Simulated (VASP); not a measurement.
# Bi (Im-3m) in VASP: notebook, part 2 of 2

VASP 6.6.1.

**3. Single point, RPBE+D3(BJ), non-collinear spin, zero start, spin-orbit coupling**

This run uses another cell than the first one, of 31.12 Å³/atom.

INCAR

```
SYSTEM = Bi
ALGO = Normal ; EDIFF = 1E-6
ENCUT = 520 ; GGA = RP
GGA_COMPAT = .FALSE. ; ISIF = 2
ISMEAR = -4 ; IVDW = 12
LASPH = .TRUE. ; LCHARG = .FALSE.
LORBIT = 11 ; LORBMOM = .TRUE.
LREAL = .FALSE. ; LSORBIT = .TRUE.
LWAVE = .FALSE. ; MAGMOM = 0 0 0
NBANDS = 26 ; NELM = 150
PREC = Accurate ; SIGMA = 0.05
```

KPOINTS

```
k-points
0
G
  7 7 7
  0 0 0
```

POSCAR

```
Bi
1.0
   -1.9814305318      1.9814305318      1.9814305318
    1.9814305318     -1.9814305318      1.9814305318
    1.9814305318      1.9814305318     -1.9814305318
Bi
1
Direct
    0.0000000000      0.0000000000      0.0000000000
```

Potentials or basis: VASP PAW PBE potentials, release 64 (Bi_d).

The run is started by

```console
> cat potpaw_PBE.64/Bi_d/POTCAR > POTCAR
> mpirun -np 1 vasp_ncl > vasp.out
```

OUTCAR:

```text
SYSTEM = Bi
   EDIFF = 1E-6
   ENCUT = 520
   GGA = RP
   ISIF = 2
   ISMEAR = -4
   IVDW = 12
   LASPH = .TRUE.
   LORBIT = 11
   LREAL = .FALSE.
   LSORBIT = .TRUE.
   NELM = 150
   PREC = Accurate
 IVDW          = 12

 ion  position               nearest neighbor table
   1  0.000  0.000  0.000-

  LATTYP: Found a body centered cubic cell.
 ALAT       =     3.9628610636

  Lattice vectors:

 A1 = (  -1.9814305318,   1.9814305318,   1.9814305318)
 A2 = (   1.9814305318,  -1.9814305318,   1.9814305318)
 A3 = (   1.9814305318,   1.9814305318,  -1.9814305318)

Analysis of symmetry for initial positions (statically):
=====================================================================
 Subroutine PRICEL returns:
 Original cell was already a primitive cell.

 Routine SETGRP: Setting up the symmetry group for a
 body centered cubic supercell.

 Subroutine GETGRP returns: Found 48 space group operations
 (whereof 48 operations were pure point group operations)
 out of a pool of 48 trial point group operations.

The static configuration has the point symmetry O_h .

Analysis of symmetry for dynamics (positions and initial velocities):
=====================================================================
 Subroutine PRICEL returns:
 Original cell was already a primitive cell.

 Routine SETGRP: Setting up the symmetry group for a
 body centered cubic supercell.

[... 786 lines left out ...]

 orbital moment (x)

 # of ion     p       d       tot
 ----------------------------------------
  1         0.000   0.000   0.000
 ----------------------------------------
            0.000   0.000   0.000

 orbital moment (y)

 # of ion     p       d       tot
 ----------------------------------------
  1         0.000  -0.000  -0.000
 ----------------------------------------
            0.000  -0.000  -0.000

 orbital moment (z)

 # of ion     p       d       tot
 ----------------------------------------
  1         0.000  -0.000   0.000
 ----------------------------------------
            0.000  -0.000   0.000

 Spin-Orbit-Coupling matrix elements

 Ion:    1  E_soc:     -1.8242484
 l=   1
     0.0000000    -0.2380551    -0.2380551
    -0.2380551     0.0000000    -0.2380551
    -0.2380551    -0.2380551     0.0000000
 l=   2
     0.0000000    -0.0131912     0.0000000    -0.0131912    -0.0527951
    -0.0131912     0.0000000    -0.0395963    -0.0131912    -0.0131988
     0.0000000    -0.0395963     0.0000000    -0.0395963     0.0000000
    -0.0131912    -0.0131912    -0.0395963     0.0000000    -0.0131988
    -0.0527951    -0.0131988     0.0000000    -0.0131988     0.0000000
 l=   3
     0.0000000     0.0000000     0.0000000     0.0000000     0.0000000     0.0000000     0.0000000
     0.0000000     0.0000000     0.0000000     0.0000000     0.0000000     0.0000000     0.0000000
     0.0000000     0.0000000     0.0000000     0.0000000     0.0000000     0.0000000     0.0000000
     0.0000000     0.0000000     0.0000000     0.0000000     0.0000000     0.0000000     0.0000000
     0.0000000     0.0000000     0.0000000     0.0000000     0.0000000     0.0000000     0.0000000
     0.0000000     0.0000000     0.0000000     0.0000000     0.0000000     0.0000000     0.0000000
     0.0000000     0.0000000     0.0000000     0.0000000     0.0000000     0.0000000     0.0000000

 total charge

# of ion       s       p       d       tot
------------------------------------------
    1        1.551   1.292   9.919  12.762

 magnetization (x)

# of ion       s       p       d       tot
------------------------------------------
    1       -0.000   0.000  -0.000  -0.000

 magnetization (y)

# of ion       s       p       d       tot
------------------------------------------
    1       -0.000   0.000   0.000  -0.000

 magnetization (z)

# of ion       s       p       d       tot
------------------------------------------
    1       -0.000   0.000  -0.000  -0.000
```

OSZICAR:

```text
N       E                     dE             d eps       ncg     rms          rms(c)
DAV:   1     0.158539119403E+03    0.15854E+03   -0.77259E+03  1042   0.143E+03
DAV:   2     0.110834792767E+02   -0.14746E+03   -0.14236E+03  1064   0.401E+02
DAV:   3    -0.336726397973E+01   -0.14451E+02   -0.14240E+02  1268   0.132E+02
DAV:   4    -0.389455549538E+01   -0.52729E+00   -0.52643E+00  1306   0.265E+01
DAV:   5    -0.392045543123E+01   -0.25900E-01   -0.25898E-01  1574   0.529E+00    0.428E-01
DAV:   6    -0.392068174010E+01   -0.22631E-03   -0.28565E-03  1282   0.567E-01    0.261E-01
DAV:   7    -0.392083126061E+01   -0.14952E-03   -0.56264E-04  1542   0.213E-01    0.201E-01
DAV:   8    -0.392099151637E+01   -0.16026E-03   -0.40448E-04  1218   0.165E-01    0.185E-02
DAV:   9    -0.392099126918E+01    0.24719E-06   -0.21933E-05  1298   0.700E-02    0.556E-03
DAV:  10    -0.392099093099E+01    0.33819E-06   -0.20992E-06  1178   0.218E-02
   1 F= -.65578981E+01 E0= -.65578981E+01  d E =0.000000E+00  mag=    -0.0000    -0.0000     0.0000
```

Run time: 22 s. Hardware: 1 thread of Intel Xeon 6455B, shared host; peak memory 0.25 GiB.

Results:

```yaml
Free_energy: -6.5579 eV
Pressure: -17.1 GPa
Net_moment: 0.00 μB per cell
Valence_electrons_inside_the_program's_atomic_spheres: Bi 12.76
Dispersion_energy_per_atom: -2.637 eV
```

Moments on the atoms (μB; x, y, z):
```
Bi  0.00 0.00 0.00
```

Caveat: three body term missing; the cell stands under tension; the PAW data sets were made with another functional, which shifts forces and pressure a little.

**4. Relaxation of cell and atoms, PBE-based screened hybrid with 25 % exact exchange**

This run uses another cell than the first one, of 31.12 Å³/atom.

POSCAR is that of step 3.

INCAR.step1

```
PREC = Accurate ; ENCUT = 600
EDIFF = 1E-5 ; ISMEAR = -1
SIGMA = 0.05 ; LREAL = False
LASPH = True ; NELM = 80
ALGO = Normal ; LWAVE = True
LCHARG = False ; GGA = PE
NBANDS = 14
```

INCAR.step2

```
PREC = Accurate ; ENCUT = 600
EDIFF = 1E-6 ; ISMEAR = -1
SIGMA = 0.05 ; LREAL = False
LASPH = True ; NELM = 80
ALGO = Normal ; ISIF = 3
LWAVE = False ; LCHARG = False
GGA = PE ; LHFCALC = True
AEXX = 0.25 ; HFSCREEN = 0.3
PRECFOCK = Normal ; IBRION = 2
NSW = 60 ; EDIFFG = -0.01
ISTART = 1
```

KPOINTS

```
Automatic mesh
0
Gamma
  5 5 5
```

The run is started by

```console
> cat potpaw_PBE.64/Bi_d/POTCAR > POTCAR
> cp INCAR.step1 INCAR
> mpirun -np 1 vasp_std > vasp.out
> cp INCAR.step2 INCAR
> mpirun -np 1 vasp_std > vasp.out
```

Run time: 24 min. Hardware: 1 thread of Intel Xeon Platinum 8259CL at 2.50GHz (Skylake/Cascade Lake), shared host; peak memory 0.27 GiB.

The run converged. Its results:

| Property | Result |
| --- | --- |
| Free energy | -4.1480 eV |
| Relaxed volume | 30.36 Å³/atom |
| Relaxed cell | a = 3.404 Å, b = 3.404 Å, c = 3.404 Å, α = 109.47°, β = 109.47°, γ = 109.47° |
| Space group after relaxing (to 0.1 Å) | Im-3m (No. 229) |
| Energy gained by relaxing | 1.8 meV/atom |
| Ionic steps | 2 |
| Pressure after relaxing | 0.0 GPa |
| Band gap on the k mesh | zero (an odd number of electrons rules out a gap without spin polarisation) |

The path:
| step | energy change (eV) | largest force (eV/Å) | pressure (GPa) | volume (Å³) |
| --- | --- | --- | --- | --- |
| 1 | 0.0000 | 0.0000 | -0.87 | 31.12 |
| 2 | -0.0018 | 0.0000 | -0.02 | 30.36 |

Final structure:
```yaml
crystal:
  lattice:
    - [-1.96530, 1.96530, 1.96530]
    - [1.96530, -1.96530, 1.96530]
    - [1.96530, 1.96530, -1.96530]
  atoms:
    - { symbol: Bi, position: [0.00000, 0.00000, 0.00000] }
```

Levels at points of the mesh, in eV from the Fermi level:
```
           k point  band 5  band 6  band 7  band 8  band 9  band 10
(0.00, 0.00, 0.00)  -25.19  -15.24    5.53    5.53    5.53     9.85
```

Caveat: the k points lie up to 0.45 Å⁻¹ apart in the final cell, too coarse for converged energies and pressures of a metal; the PAW data sets were made with another functional, which shifts forces and pressure a little; spin-orbit coupling is left out, which moves the levels of the heavy elements.

**5. Summary**

| task | level | potentials or basis | spin | cell | k mesh | cutoff (eV) | smearing | grid for exact exchange (PRECFOCK) | share of exact exchange | screening parameter | gap on the mesh (eV) | pressure (GPa) |
| --- | --- | --- | --- | --- | --- | --- | --- | --- | --- | --- | --- | --- |
| single point | LDA | VASP PAW LDA potentials, release 64 (Bi_d) | off | a = 3.289 Å, angles 109.5°, 1 atom | 9 × 9 × 9 | 500 | methfessel-paxton 0.05 eV | - | - | - | none | 4.8 |
| single point | RPBE+D3(BJ) | VASP PAW PBE potentials, release 64 (Bi_d) | non-collinear, zero start, SOC | a = 3.432 Å, angles 109.5°, 1 atom | 7 × 7 × 7 | 520 | tetrahedron | - | - | - | - | -17.1 |
| relaxation of cell and atoms | PBE-based screened hybrid with 25 % exact exchange | VASP PAW PBE potentials, release 64 (Bi_d) | off | relaxed from a = 3.432 Å, angles 109.5°, 1 atom | 5 × 5 × 5 | 600 | fermi-dirac 0.05 eV | Normal | 0.25 | 0.3 1/Å | none | 0.0 |

Caveats: some runs use coarse meshes; spin-orbit coupling is left out, which moves the levels of the heavy elements (at least some runs); the PAW data sets were made with another functional, which shifts forces and pressure a little (at least some runs); the cell stands under pressure (at least some runs); three body term missing (at least some runs); the cell stands under tension (at least some runs).

Total energies depend on the potentials used, so only differences within one code and one set of settings carry meaning.
